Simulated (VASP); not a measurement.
Wanted: the native input for a VASP 6.6.1 run.

* Task: single point
* Functional: PBE
* Potentials or basis: VASP PAW PBE potentials, release 64 (W_sv)
* Cutoff: 520 eV
* k mesh: 18 × 18 × 18
* Occupations: fermi-dirac, width 0.1 eV
* Spin: no spin polarisation
* Dipole correction: no
* Further INCAR settings: ALGO = Normal; EDIFF = 1e-06; NBANDS = 13

The structure of W lies in POSCAR:

```
W
1.0
    0.0000000000      1.6836549928      1.6836549928
    1.6836549928      0.0000000000      1.6836549928
    1.6836549928      1.6836549928      0.0000000000
W
1
Direct
    0.0000000000      0.0000000000      0.0000000000
```

This cell differs from its parent crystal: volume scaled by 0.58.

The input as run:

INCAR

```
PREC     = Accurate       # precision mode
ENCUT    = 520            # plane-wave cutoff, eV
EDIFF    = 1E-6           # SCF threshold, eV
ISMEAR   = -1             # smearing method
SIGMA    = 0.1            # smearing width, eV
LREAL    = F              # projectors in reciprocal space
LASPH    = T              # aspherical terms in the spheres
NELM     = 60             # most SCF steps
ALGO     = Normal         # electronic algorithm
ISIF     = 2              # what is computed and relaxed
LWAVE    = F              # write WAVECAR
LCHARG   = T              # write CHGCAR
GGA      = PE             # functional
LELF     = T              # ELF
LVHAR    = T            
NBANDS   = 13             # bands
```

KPOINTS

```
Automatic mesh
0
Gamma
  18 18 18
```

Potentials or basis: VASP PAW PBE potentials, release 64 (W_sv).

The run is started by

```sh
$ cat potpaw_PBE.64/W_sv/POTCAR > POTCAR
$ mpirun -np 1 vasp_std > vasp.out
```

Results of the run:

```json
{
 "Pressure": "451.2 GPa",
 "Band gap on the k mesh": "zero (band 7 reaches 28.92 eV, above the bottom of band 8 at 17.77 eV)"
}
```

Caveat: spin-orbit coupling is left out, which moves the levels of the heavy elements.

It used 16 s of CPU time on 1 thread of Intel Xeon 6975P-C, on a shared host.
